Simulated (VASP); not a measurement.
Wanted: the native input for a VASP 6.6.1 run.

```
Task                   : single point
Functional             : PBE
Potentials or basis    : VASP PAW PBE potentials, release 64 (Hf_pv)
Cutoff                 : 520 eV
k mesh                 : 14 × 14 × 8
Occupations            : gaussian, width 0.2 eV
Spin                   : no spin polarisation
Dipole correction      : no
Further INCAR settings : ALGO = Normal; EDIFF = 1e-07; NBANDS = 17
```

The structure of Hf lies in POSCAR:

```
Hf
1.0
    3.2052794892      0.0000000000      0.0000000000
   -1.6026397446      2.7758534639      0.0000000000
    0.0000000000      0.0000000000      5.0644648307
Hf
2
Direct
    0.3333333333      0.6666666667      0.2500000000
    0.6666666667      0.3333333333      0.7500000000
```

The input as run:

INCAR

```
SYSTEM = Hf
  ALGO = Normal
  EDIFF = 1E-7
  ENCUT = 520
  GGA = PE
  ISIF = 2
  ISMEAR = 0
  LASPH = .True.
  LCHARG = .False.
  LREAL = .False.
  LWAVE = .False.
  NBANDS = 17
  NELM = 100
  PREC = Accurate
  SIGMA = 0.2
```

KPOINTS

```
k-points
0
Gamma
  14 14 8
  0 0 0
```

Potentials or basis: VASP PAW PBE potentials, release 64 (Hf_pv).

Run with:

```bash
$ cat potpaw_PBE.64/Hf_pv/POTCAR > POTCAR
$ mpirun -np 1 vasp_std > vasp.out
```

Results of the run:

```yaml
Pressure: -0.4 GPa
Band_gap_on_the_k_mesh: zero (band 10 reaches 6.05 eV, above the bottom of band 11 at 4.50 eV)
```

Caveat: spin-orbit coupling is left out, which moves the levels of the heavy elements.

It took 33 s on 1 thread of Intel(R) Xeon(R) 6975P-C (Granite Rapids) (shared host), peak memory 0.21 GiB.
